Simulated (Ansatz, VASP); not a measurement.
## One calculation of Al2Cu, two programs

```
Al Cu
1.0
    -2.90660    2.90660    2.51035
     2.90660   -2.90660    2.51035
     2.90660    2.90660   -2.51035
Al Cu
4 2
Direct
  0.15932 0.65932 0.81864
  0.65932 0.84068 0.50000
  0.84068 0.34068 0.18136
  0.34068 0.15932 0.50000
  0.75000 0.75000 0.00000
  0.25000 0.25000 0.00000
```

Alike in both runs: task single point; functional PBEsol; k mesh 10 × 10 × 10; occupations gaussian, width 0.15 eV; no spin polarisation.

|  | VASP | Ansatz |
| --- | --- | --- |
| version | VASP 6.6.1 | Ansatz 0.2.0 |
| potentials or method | VASP PAW PBE potentials, release 64 (Al, Cu), cutoff 520 eV | scalar-relativistic, plane waves, PAW |
| valence electrons in the cell | 34 | 50 |

|  | VASP | Ansatz | Ansatz less VASP |
| --- | --- | --- | --- |
| gap on the k mesh at the Fermi level (eV) | none | none | - |
| pressure (GPa) | 3.3 | 3.0 | -0.34 |
| traceless stress, the component that is largest in VASP (GPa) | -5.91 | -5.96 | -0.053 |
| rms of the force components (eV/Å) | 0.105 | 0.106 | +0.0007 |

VASP's potentials were made for PBE, not for PBEsol, and Ansatz warns of the same on its side. Atom by atom the forces differ by 0.001 eV/Å (rms over components). A gap of «none» marks a metal or a gap that the smearing closes. VASP's potentials hold 34 valence electrons a cell and Ansatz's 50, so a difference there can come from the potentials and not from the codes.
